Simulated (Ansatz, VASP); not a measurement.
BP in VASP and in Ansatz

```xyz
2
Lattice="0.0000 2.2690 2.3144 2.2690 0.0000 2.3144 2.2690 2.2690 0.0000" Properties=species:S:1:pos:R:3 pbc="T T T"
B     0.0000    0.0000    0.0000
P     3.4035    3.4035    3.4716
```

Change from the starting cell: zz strain of +2 %.

Alike in both runs: task single point; functional PBE; k mesh 15 × 15 × 15; occupations fermi-dirac, width 0.05 eV; no spin polarisation.

|  | VASP | Ansatz |
| --- | --- | --- |
| version | VASP 6.6.1 | Ansatz 0.2.0 |
| potentials or method | VASP PAW PBE potentials, release 64 (B, P), cutoff 520 eV | all-electron LAPW, scalar-relativistic |

```tsv
	VASP	Ansatz	Ansatz less VASP
pressure (GPa)	-2.3	-2.1	+0.18
traceless stress, the component that is largest in VASP (GPa)	-3.57	-3.57	+0.002
```

Ansatz ran all-electron here, and VASP with PAW potentials.
